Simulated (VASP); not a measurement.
## Re: single point with PBEsol

Re:

```
CELL_PARAMETERS angstrom
2.75031 0.00000 0.00000
-1.37515 2.38184 0.00000
0.00000 0.00000 4.44326
ATOMIC_POSITIONS crystal
Re 0.00000 0.00000 0.00000
Re 0.33333 0.66667 0.50000
```

- Program: VASP 6.6.1
- Task: single point
- Functional: PBEsol
- Potentials or basis: VASP PAW PBE potentials, release 64 (Re)
- Cutoff: 520 eV
- k mesh: 18 × 18 × 10
- Occupations: gaussian, width 0.1 eV
- Spin: no spin polarisation
- Dipole correction: no
- Further INCAR settings: ALGO = Normal; EDIFF = 1e-06; NBANDS = 14

| Property | Result |
| --- | --- |
| Pressure | 0.0 GPa |
| Band gap on the k mesh | zero (bands 7 and 8 overlap by 3.23 eV) |

Stress tensor (GPa, compression positive):
```
 0.06  0.00  0.00
 0.00  0.06  0.00
 0.00  0.00 -0.08
```

Levels at points of the mesh, in eV from the Fermi level:
```
           k point  band 3  band 4  band 5  band 6  band 7  band 8  band 9  band 10  band 11  band 12
(0.00, 0.00, 0.00)   -1.60   -1.60   -1.60   -0.74   -0.74    0.21    0.21     0.65     3.44     3.44
(0.50, 0.00, 0.00)   -5.32   -1.96   -1.73   -1.38   -0.60    4.06    4.47     4.61     6.19     7.19
(0.00, 0.00, 0.50)   -2.41   -2.41   -1.73   -1.73   -1.73   -1.73    2.61     2.61     2.61     2.61
(0.50, 0.00, 0.50)   -4.15   -4.15    0.41    0.41    0.96    0.96    4.38     4.38     4.88     4.88
```

Run time: 60 s on 1 thread of Intel(R) Xeon(R) Platinum 8259CL CPU @ 2.50GHz (Skylake/Cascade Lake), with other jobs on the host, peak memory 0.2 GiB.

Caveat: the PAW data sets were made with another functional, which shifts forces and pressure a little; spin-orbit coupling is left out, which moves the levels of the heavy elements.
